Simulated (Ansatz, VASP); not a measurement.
K in VASP and in Ansatz

INCAR

```
SYSTEM = K
  PREC = Accurate
  ENCUT = 520
  EDIFF = 1E-6
  ISMEAR = -1
  SIGMA = 0.1
  LREAL = .False.
  LASPH = .True.
  NELM = 100
  ALGO = Normal
  ISIF = 2
  LWAVE = .False.
  LCHARG = .False.
  GGA = RE
  NBANDS = 10
```

Contents of KPOINTS:

```
regular mesh
0
Gamma
  8 8 8
  0 0 0
```

The input POSCAR:

```
K
1.0
    4.2874778989      0.0000000000      0.0000000000
    0.0000000000      4.2874778989      0.0000000000
    0.0000000000      0.0000000000      4.2874778989
K
1
Direct
    0.0000000000      0.0000000000      0.0000000000
```

Input for Ansatz:

```yaml
crystal:
  lattice:
    - [4.2874778989, 0.0, 0.0]
    - [0.0, 4.2874778989, 0.0]
    - [0.0, 0.0, 4.2874778989]
  atoms:
    - { symbol: K, position: [0.0, 0.0, 0.0] }
hamiltonian:
  xc: revpbe
  pseudopotentials:
    kind: paw
    azcp:
      K: "pseudopotentials/K.paw.azcp"
basis:
  ecutwfc: 420
  fft_grid_basis: typed
kpoints:
  mp_grid: { grid: [8, 8, 8], shift: [0, 0, 0] }
magnetization:
  spin_polarized: false
scf:
  occupations: { method: fermi_dirac, width: 0.1 }
  lower_state_search: "off"
output:
  stress: true
```

Alike in both runs: task single point; functional revPBE; k mesh 8 × 8 × 8; occupations fermi-dirac, width 0.1 eV; no spin polarisation.

|  | VASP | Ansatz |
| --- | --- | --- |
| version | VASP 6.6.1 | Ansatz 0.2.0 |
| potentials or method | VASP PAW PBE potentials, release 64 (K_sv), cutoff 520 eV | plane waves (420 eV) with PAW, scalar-relativistic |
| valence electrons in the cell | 9 | 9 |

```csv
,VASP,Ansatz,Ansatz less VASP
pressure (GPa),0.2,0.2,+0.01
```

VASP's potentials were made for PBE, not for revPBE. The functional is the same, so the differences come from potentials, cutoffs and numerics.
